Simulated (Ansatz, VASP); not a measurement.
**MgO2 in VASP and in Ansatz**

```xyz
12
Lattice="4.7420 0.0000 0.0000 0.0000 4.7420 0.0000 0.0000 0.0000 4.7420" Properties=species:S:1:pos:R:3 pbc="T T T"
Mg    0.0000    2.3710    2.3710
Mg    2.3710    2.3710    0.0000
Mg    2.3710    0.0000    2.3710
Mg    0.0000    0.0000    0.0000
O     1.9469    0.4241    4.3179
O     0.4241    4.3179    1.9469
O     4.3179    1.9469    0.4241
O     2.7951    2.7951    2.7951
O     1.9469    1.9469    1.9469
O     0.4241    2.7951    4.3179
O     4.3179    0.4241    2.7951
O     2.7951    4.3179    0.4241
```

Alike in both runs: functional PBEsol; k mesh 6 × 6 × 6; occupations gaussian, width 0.02 eV; no spin polarisation.

Ansatz relaxed the structure, and its values are those at the end. VASP's run is a single point on that final structure, the one shown.

|  | VASP | Ansatz |
| --- | --- | --- |
| version | VASP 6.6.1 | Ansatz 0.2.0 |
| potentials or method | VASP PAW PBE potentials, release 64 (Mg, O), cutoff 520 eV | scalar-relativistic, plane waves, PAW |
| valence electrons in the cell | 56 | 88 |

|  | VASP | Ansatz | Ansatz less VASP |
| --- | --- | --- | --- |
| gap on the k mesh at the Fermi level (eV) | 4.17 | 4.19 | +0.027 |
| least direct gap on the mesh (eV) | 4.31 | 4.34 | +0.026 |
| pressure (GPa) | 9.6 | 9.6 | -0.05 |
| rms of the force components (eV/Å) | 0.099 | 0.001 | -0.0978 |

VASP's potentials were made for PBE, not for PBEsol. The functional is the same, so the differences come from potentials, cutoffs and numerics. VASP's potentials hold 56 valence electrons a cell and Ansatz's 88, so a difference there can come from the potentials and not from the codes. Ansatz's warnings: stress scf threshold loose.
